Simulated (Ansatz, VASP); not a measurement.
## Two plane-wave programs on SiPbI2

File INCAR:

```
ALGO = Normal
EDIFF = 1E-7
ENCUT = 520
GGA = PE
ISIF = 2
ISMEAR = 0
LASPH = True
LCHARG = False
LREAL = False
LWAVE = False
NBANDS = 24
NELM = 80
PREC = Accurate
SIGMA = 0.1
```

The input KPOINTS:

```
k-points
0
Gamma
  6 6 6
```

Contents of POSCAR:

```
SiPbI2
1.0
    2.1417155800      1.2365200700      7.9268305900
   -2.1417155800      1.2365200700      7.9268305900
    0.0000000000     -2.4730401400      7.9268305900
Si Pb I
1 1 2
Direct
    0.0000000000      0.0000000000      0.0000000000
    0.5000000000      0.5000000000      0.5000000000
    0.7670399000      0.7670399000      0.7670399000
    0.2329601000      0.2329601000      0.2329601000
```

Input for Ansatz:

```yaml
crystal:
  lattice:
    - [2.14171558, 1.23652007, 7.92683059]
    - [-2.14171558, 1.23652007, 7.92683059]
    - [0.0, -2.47304014, 7.92683059]
  atoms:
    - { symbol: Si, position: [0.0, 0.0, 0.0] }
    - { symbol: Pb, position: [0.5, 0.5, 0.5] }
    - { symbol: I, position: [0.7670399, 0.7670399, 0.7670399] }
    - { symbol: I, position: [0.2329601, 0.2329601, 0.2329601] }
basis:
  ecutwfc: 420
kpoints:
  mp_grid: { grid: [6, 6, 6] }
hamiltonian:
  xc: pbe
scf:
  occupations: { method: gaussian, width: 0.1 }
  lower_state_search: "off"
output:
  forces: true
  stress: true
  eigenvalues: true
```

Change from the starting cell: species swapped into the KLuS2 type (R-3m, No. 166).

Alike in both runs: task single point; functional PBE; k mesh 6 × 6 × 6; occupations gaussian, width 0.1 eV; no spin polarisation.

```csv
,VASP,Ansatz
version,VASP 6.6.1,Ansatz 0.2.0
potentials or method,"VASP PAW PBE potentials, release 64 (Si, Pb_d, I), cutoff 520 eV","scalar-relativistic, plane waves, PAW"
valence electrons in the cell,32,52
```

```tsv
	VASP	Ansatz	Ansatz less VASP
gap on the k mesh at the Fermi level (eV)	none	none	-
pressure (GPa)	10.7	10.7	+0.03
traceless stress, the component that is largest in VASP (GPa)	1.10	1.12	+0.014
rms of the force components (eV/Å)	1.114	1.114	-0.0002
```

Atom by atom the forces differ by 0.000 eV/Å (rms over components). A gap of «none» marks a metal or a gap that the smearing closes. The functional is the same, so the differences come from potentials, cutoffs and numerics. VASP's potentials hold 32 valence electrons a cell and Ansatz's 52, so a difference there can come from the potentials and not from the codes.

Spin-orbit coupling is off throughout.
